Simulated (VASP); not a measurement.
A run of VASP 6.6.1 is set up as follows.

POSCAR

```
Ag
1.0
   -1.6556540000      1.6556540000      1.6556540000
    1.6556540000     -1.6556540000      1.6556540000
    1.6556540000      1.6556540000     -1.6556540000
Ag
1
Direct
    0.0000000000      0.0000000000      0.0000000000
```

Contents of INCAR.step1:

```
SYSTEM = Ag
PREC     = Accurate       ! precision mode
ENCUT    = 520            ! plane-wave cutoff, eV
EDIFF    = 1E-5           ! SCF threshold, eV
ISMEAR   = -1             ! smearing method
SIGMA    = 0.05           ! smearing width, eV
LREAL    = .FALSE.        ! projectors in reciprocal space
LASPH    = .TRUE.         ! aspherical terms in the spheres
NELM     = 100            ! most SCF steps
ALGO     = Normal         ! electronic algorithm
ISIF     = 2              ! what is computed and relaxed
LWAVE    = .TRUE.         ! write WAVECAR
LCHARG   = .FALSE.        ! write CHGCAR
NBANDS   = 12             ! bands
GGA      = PE             ! functional
```

The input INCAR.step2:

```
SYSTEM = Ag
PREC     = Accurate       ! precision mode
ENCUT    = 520            ! plane-wave cutoff, eV
EDIFF    = 1E-7           ! SCF threshold, eV
ISMEAR   = -1             ! smearing method
SIGMA    = 0.05           ! smearing width, eV
LREAL    = .FALSE.        ! projectors in reciprocal space
LASPH    = .TRUE.         ! aspherical terms in the spheres
NELM     = 100            ! most SCF steps
ALGO     = Normal         ! electronic algorithm
ISIF     = 2              ! what is computed and relaxed
LWAVE    = .FALSE.        ! write WAVECAR
LCHARG   = .FALSE.        ! write CHGCAR
METAGGA  = R2SCAN         ! meta-GGA
LHFCALC  = .TRUE.         ! exact exchange
AEXX     = 0.25           ! exact-exchange fraction
LMIXTAU  = .TRUE.       
PRECFOCK = Normal       
NBANDS   = 12             ! bands
ISTART   = 1
```

The input KPOINTS:

```
regular mesh
0
G
  6 6 6
  0 0 0
```

Potentials or basis: VASP PAW PBE potentials, release 64 (Ag).

Command:

```sh
$ cat potpaw_PBE.64/Ag/POTCAR > POTCAR
$ cp INCAR.step1 INCAR
$ mpirun -np 1 vasp_std > vasp.out
$ cp INCAR.step2 INCAR
$ mpirun -np 1 vasp_std > vasp.out
```

Problem. Estimate the pressure.

Solution. -2.7 GPa.

Caveat: the k points lie up to 0.45 Å⁻¹ apart; the PAW data sets were made with another functional, which shifts forces and pressure a little.
